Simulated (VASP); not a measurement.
Runs of VASP 6.6.1 on AlN. The structure is that of space group Fm-3m (No. 225), or close to it. The cells are those of the table. 

| cell | gap on the mesh (eV) | pressure (GPa) |
| --- | --- | --- |
| a = 2.848 Å, angles 60.0°, 2 atoms | 4.57 | (a) |
| a = 2.766 Å, angles 60.0°, 2 atoms | (b) | 25.0 |
| a = 2.821 Å, angles 60.0°, 2 atoms | 4.85 | 5.1 |
| a = 2.737 Å, angles 60.0°, 2 atoms | (c) | 37.3 |
| a = 2.794 Å, angles 60.0°, 2 atoms | 5.06 | 14.3 |

Alike in all rows: task single point; level LDA; potentials or basis VASP PAW LDA potentials, release 64 (Al, N); no spin polarisation; k mesh 8 × 8 × 8; cutoff (eV) 600; smearing gaussian 0.01 eV.

Fill in the values left out.

(a) -2.9; (b) 5.00; (c) 4.92.

A k mesh can miss the band edges.
